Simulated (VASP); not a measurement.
# OsAu2 (P6/mmm) in VASP: further runs, part 2 of 2

VASP 6.6.1. Earlier steps stand in the parts before.

## 3. Single point, PBE

This run uses another cell than the first one, of 16.88 Å³/atom.

INCAR

```
PREC = Accurate
ENCUT = 520
EDIFF = 1E-7
ISMEAR = 0
SIGMA = 0.1
LREAL = False
LASPH = True
NELM = 100
ALGO = Normal
ISIF = 2
LWAVE = False
LCHARG = False
GGA = PE
NBANDS = 22
```

KPOINTS

```
Automatic mesh
0
Gamma
  6 6 4
```

POSCAR

```
OsAu2
1.0
    4.7154402758      0.0000000000      0.0000000000
   -2.3577201379      4.0836910689      0.0000000000
    0.0000000000      0.0000000000      2.6292131760
Os Au
1 2
Direct
    0.0000000000      0.0000000000      0.0000000000
    0.3333333333      0.6666666667      0.5000000000
    0.6666666667      0.3333333333      0.5000000000
```

Potentials or basis: VASP PAW PBE potentials, release 64 (Os, Au).

On the command line:

```bash
> cat potpaw_PBE.64/Os/POTCAR potpaw_PBE.64/Au/POTCAR > POTCAR
> mpirun -np 1 vasp_std > vasp.out
```

It took 33 s on 1 thread of Intel Xeon 8259CL, shared host; peak memory 0.18 GiB.

Results (log left out):

| Item | Value |
| --- | --- |
| Free energy | -15.5362 eV |
| Pressure | -0.3 GPa |
| Band gap on the k mesh | zero (bands 15 and 16 overlap by 1.74 eV) |

Stress tensor (GPa, compression positive):
```
-0.27  0.00  0.00
 0.00 -0.27  0.00
 0.00  0.00 -0.48
```

Levels at points of the mesh, in eV from the Fermi level:
```
           k point  band 10  band 11  band 12  band 13  band 14  band 15  band 16  band 17  band 18  band 19
(0.00, 0.00, 0.00)    -3.20    -2.58    -2.58    -2.46    -2.46     1.24     1.24     3.14     4.54     5.45
(0.50, 0.00, 0.00)    -3.04    -2.58    -2.29    -2.21    -0.68    -0.49    -0.15     1.03     1.26     4.35
(0.00, 0.00, 0.50)    -3.40    -0.94    -0.83    -0.83     0.31     0.31     1.69     4.43     6.44     7.33
(0.50, 0.00, 0.50)    -2.68    -2.65    -1.40    -0.81    -0.01     0.96     1.11     1.78     4.64     5.79
```

Caveat: the k points lie up to 0.60 Å⁻¹ apart, too coarse for converged energies and pressures of a metal; spin-orbit coupling is left out, which moves the levels of the heavy elements.

## 4. Single point, PBE

This run uses another cell than the first one, of 16.89 Å³/atom.

INCAR

```
PREC = Accurate ; ENCUT = 520
EDIFF = 1E-6 ; ISMEAR = 0
SIGMA = 0.1 ; LREAL = False
LASPH = True ; NELM = 60
ALGO = Normal ; ISIF = 2
LWAVE = False ; LCHARG = False
GGA = PE ; NBANDS = 22
```

KPOINTS

```
regular mesh
0
Gamma
  6 6 6
```

POSCAR

```
OsAu2
1.0
    4.6755798143      0.0000000000      0.0000000000
   -2.3377899071      4.0491708966      0.0000000000
    0.0000000000      0.0000000000      2.6759376526
Os Au
1 2
Direct
    0.0000000000      0.0000000000      0.0000000000
    0.3333333333      0.6666666667      0.5000000000
    0.6666666667      0.3333333333      0.5000000000
```

Potentials or basis: VASP PAW PBE potentials, release 64 (Os, Au).

On the command line:

```bash
> cat potpaw_PBE.64/Os/POTCAR potpaw_PBE.64/Au/POTCAR > POTCAR
> mpirun -np 1 vasp_std > vasp.out
```

OUTCAR:

```text
PREC = Accurate
   ENCUT = 520
   EDIFF = 1E-6
   ISMEAR = 0
   LREAL = False
   LASPH = True
   NELM = 60
   ISIF = 2
   GGA = PE

 ion  position               nearest neighbor table
   1  0.000  0.000  0.000-   2 3.01   3 3.01   2 3.01   3 3.01   2 3.01   2 3.01   3 3.01   3 3.01
                             3 3.01   3 3.01   2 3.01   2 3.01
   2  0.333  0.667  0.500-   3 2.70   3 2.70   3 2.70   1 3.01   1 3.01   1 3.01   1 3.01   1 3.01
                             1 3.01
   3  0.667  0.333  0.500-   2 2.70   2 2.70   2 2.70   1 3.01   1 3.01   1 3.01   1 3.01   1 3.01
                             1 3.01

  LATTYP: Found a hexagonal cell.
[... 799 lines left out ...]
  --------------------------------------------------------------------------------------
  -------------------------------------------------------------------------------------
  Total       -0.0314300     -0.0314300     -0.0599056     -0.0000000     -0.0000000      0.0000000
  in kB       -0.9939798     -0.9939798     -1.8945244     -0.0000000     -0.0000000      0.0000000
  external PRESSURE =      -1.2941613 kB  Pullay stress =       0.0000000 kB

 VOLUME and BASIS-vectors are now :
 -----------------------------------------------------------------------------
  energy-cutoff  :      520.00
  volume of cell :       50.66
      direct lattice vectors                 reciprocal lattice vectors
     4.675579814  0.000000000  0.000000000     0.213877217  0.123482069  0.000000000
    -2.337789907  4.049170897  0.000000000     0.000000000  0.246964138  0.000000000
     0.000000000  0.000000000  2.675937653     0.000000000  0.000000000  0.373700784

 POSITION                                       TOTAL-FORCE (eV/Angst)
 -----------------------------------------------------------------------------------
      0.00000      0.00000      0.00000        -0.000000      0.000000      0.000000
     -0.00000      2.69945      1.33797         0.000000      0.000000     -0.000000
      2.33779      1.34972      1.33797        -0.000000     -0.000000      0.000000
 -----------------------------------------------------------------------------------
    total drift:                                0.000000      0.000000     -0.000000

  FREE ENERGIE OF THE ION-ELECTRON SYSTEM (eV)
  ---------------------------------------------------
  free  energy   TOTEN  =       -15.2324250844 eV

  energy  without entropy=      -15.1950610002  energy(sigma->0) =      -15.21374304
```

stdout:

```text
POSCAR found type information on POSCAR OsAu
 POSCAR found :  2 types and       3 ions
 scaLAPACK will be used
 LDA part: xc-table for (Slater+PW92), standard interpolation
 POSCAR, INCAR and KPOINTS ok, starting setup
 FFT: planning ... GRIDC
 FFT: planning ... GRID_SOFT
 FFT: planning ... GRID
 WAVECAR not read
 entering main loop
```

Run time: 40 s. Hardware: 1 thread of Intel Xeon 8259CL, shared host; peak memory 0.18 GiB.

Results:

```
Free energy            : -15.2324 eV
Pressure               : -0.1 GPa
Band gap on the k mesh : zero (bands 15 and 16 overlap by 1.44 eV)
```

Caveat: the k points lie up to 0.39 Å⁻¹ apart, too coarse for converged energies and pressures of a metal; spin-orbit coupling is left out, which moves the levels of the heavy elements.

## 5. The runs side by side

| cell | k mesh | gap on the mesh (eV) | pressure (GPa) |
| --- | --- | --- | --- |
| a = 3.691, b = 3.691, c = 3.985 Å, angles 90.0, 90.0, 120.0°, 3 atoms | 6 × 6 × 4 | none | 99.7 |
| a = 4.715, b = 4.715, c = 2.629 Å, angles 90.0, 90.0, 120.0°, 3 atoms | 6 × 6 × 4 | none | -0.3 |
| a = 4.676, b = 4.676, c = 2.676 Å, angles 90.0, 90.0, 120.0°, 3 atoms | 6 × 6 × 6 | none | -0.1 |

Alike in all rows: task single point; level PBE; potentials or basis VASP PAW PBE potentials, release 64 (Os, Au); no spin polarisation; cutoff (eV) 520; smearing gaussian 0.1 eV.

Caveats: all runs use coarse meshes; spin-orbit coupling is left out, which moves the levels of the heavy elements.

Total energies depend on the potentials used, so only differences within one code and one set of settings carry meaning.
